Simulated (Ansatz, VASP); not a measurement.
## HC12: VASP beside Ansatz

Contents of INCAR:

```
SYSTEM = HC12
PREC     = Accurate       ! precision mode
ENCUT    = 520            ! plane-wave cutoff, eV
EDIFF    = 1E-6           ! SCF threshold, eV
ISMEAR   = 0              ! smearing method
SIGMA    = 0.05           ! smearing width, eV
LREAL    = Auto         
LASPH    = .TRUE.         ! aspherical terms in the spheres
NELM     = 60             ! most SCF steps
ALGO     = Normal         ! electronic algorithm
ISIF     = 2              ! what is computed and relaxed
LWAVE    = .FALSE.        ! write WAVECAR
LCHARG   = .FALSE.        ! write CHGCAR
LDIPOL   = .TRUE.       
IDIPOL   = 3            
DIPOL    = 0.5 0.5 0.300
GGA      = CA             ! functional
NBANDS   = 68             ! bands
```

Contents of KPOINTS:

```
Automatic mesh
0
G
  6 4 1
  0 0 0
```

POSCAR

```
HC12
1.0
    4.8892663280      0.0000000000      0.0000000000
   -2.4446331640      6.7739291692      0.0000000000
    0.0000000000      0.0000000000     22.7684096771
C H
24 2
Direct
    0.4020794403      0.3041588806      0.1756820110
    0.4020794403      0.8041588805      0.1756820110
    0.9020794403      0.3041588806      0.1756820110
    0.9020794403      0.8041588805      0.1756820110
    0.1630408159      0.3260816317      0.2059829668
    0.1630408159      0.8260816317      0.2059829668
    0.6630408159      0.3260816317      0.2059829668
    0.6630408159      0.8260816317      0.2059829668
    0.1846395683      0.3692791367      0.2666259491
    0.1846395683      0.8692791367      0.2666259491
    0.6846395683      0.3692791367      0.2666259491
    0.6846395683      0.8692791367      0.2666259491
    0.4461625696      0.3923265051      0.2960492075
    0.4461625696      0.8923265051      0.2960492075
    0.9461625696      0.3923265051      0.2960492075
    0.9461625696      0.8923265051      0.2960492075
    0.4715644646      0.4431294558      0.3591099590
    0.4715644646      0.9431294558      0.3591099590
    0.9715644646      0.4431294558      0.3591099590
    0.9715644646      0.9431294558      0.3591099590
    0.2327030006      0.4654044969      0.3851129614
    0.2327030006      0.9654044969      0.3851129614
    0.7327030006      0.4654044969      0.3851129614
    0.7327030006      0.9654044969      0.3851129614
    0.2327030006      0.9133323862      0.5168744697
    0.2327030006      1.0174766075      0.5168744697
```

Input for Ansatz:

```yaml
crystal:
  lattice:
    - [4.889266328, 0.0, 0.0]
    - [-2.444633164, 6.7739291692, 0.0]
    - [0.0, 0.0, 22.7684096771]
  atoms:
    - { symbol: C, position: [0.4020794403, 0.3041588806, 0.175682011] }
    - { symbol: C, position: [0.4020794403, 0.8041588805, 0.175682011] }
    - { symbol: C, position: [0.9020794403, 0.3041588806, 0.175682011] }
    - { symbol: C, position: [0.9020794403, 0.8041588805, 0.175682011] }
    - { symbol: C, position: [0.1630408159, 0.3260816317, 0.2059829668] }
    - { symbol: C, position: [0.1630408159, 0.8260816317, 0.2059829668] }
    - { symbol: C, position: [0.6630408159, 0.3260816317, 0.2059829668] }
    - { symbol: C, position: [0.6630408159, 0.8260816317, 0.2059829668] }
    - { symbol: C, position: [0.1846395683, 0.3692791367, 0.2666259491] }
    - { symbol: C, position: [0.1846395683, 0.8692791367, 0.2666259491] }
    - { symbol: C, position: [0.6846395683, 0.3692791367, 0.2666259491] }
    - { symbol: C, position: [0.6846395683, 0.8692791367, 0.2666259491] }
    - { symbol: C, position: [0.4461625696, 0.3923265051, 0.2960492075] }
    - { symbol: C, position: [0.4461625696, 0.8923265051, 0.2960492075] }
    - { symbol: C, position: [0.9461625696, 0.3923265051, 0.2960492075] }
    - { symbol: C, position: [0.9461625696, 0.8923265051, 0.2960492075] }
    - { symbol: C, position: [0.4715644646, 0.4431294558, 0.359109959] }
    - { symbol: C, position: [0.4715644646, 0.9431294558, 0.359109959] }
    - { symbol: C, position: [0.9715644646, 0.4431294558, 0.359109959] }
    - { symbol: C, position: [0.9715644646, 0.9431294558, 0.359109959] }
    - { symbol: C, position: [0.2327030006, 0.4654044969, 0.3851129614] }
    - { symbol: C, position: [0.2327030006, 0.9654044969, 0.3851129614] }
    - { symbol: C, position: [0.7327030006, 0.4654044969, 0.3851129614] }
    - { symbol: C, position: [0.7327030006, 0.9654044969, 0.3851129614] }
    - { symbol: H, position: [0.2327030006, 0.9133323862, 0.5168744697] }
    - { symbol: H, position: [0.2327030006, 1.0174766075, 0.5168744697] }
basis:
  ecutwfc: 420
kpoints:
  mp_grid: { grid: [6, 4, 1] }
hamiltonian:
  xc: lda
  pseudopotentials: { kind: paw, azcp: { folder: soft_1 } }
scf:
  occupations: { method: gaussian, width: 0.05 }
output:
  forces: true
  eigenvalues: true
efield:
  axis: 3
  dipole_correction: true
  ramp_width: 0.04
```

Alike in both runs: task single point; functional LDA; k mesh 6 × 4 × 1; occupations gaussian, width 0.05 eV; no spin polarisation.

|  | VASP | Ansatz |
| --- | --- | --- |
| version | VASP 6.6.1 | Ansatz 0.2.0 |
| potentials or method | VASP PAW LDA potentials, release 64 (C, H), cutoff 520 eV | scalar-relativistic, plane waves, PAW |
| valence electrons in the cell | 98 | 98 |

Ansatz gave:

* gap on the k mesh at the Fermi level (eV): none
* rms of the force components (eV/Å): 0.981

Question: Which values does VASP return?

Answer: gap on the k mesh at the Fermi level (eV): none; rms of the force components (eV/Å): 0.977.

Ansatz warns that its potentials were made for another functional, while VASP's fit it. LDA's correlation is that of Perdew and Zunger in VASP and of Perdew and Wang (1992) in Ansatz. Atom by atom the forces differ by 0.022 eV/Å (rms over components). A gap of «none» marks a metal or a gap that the smearing closes.
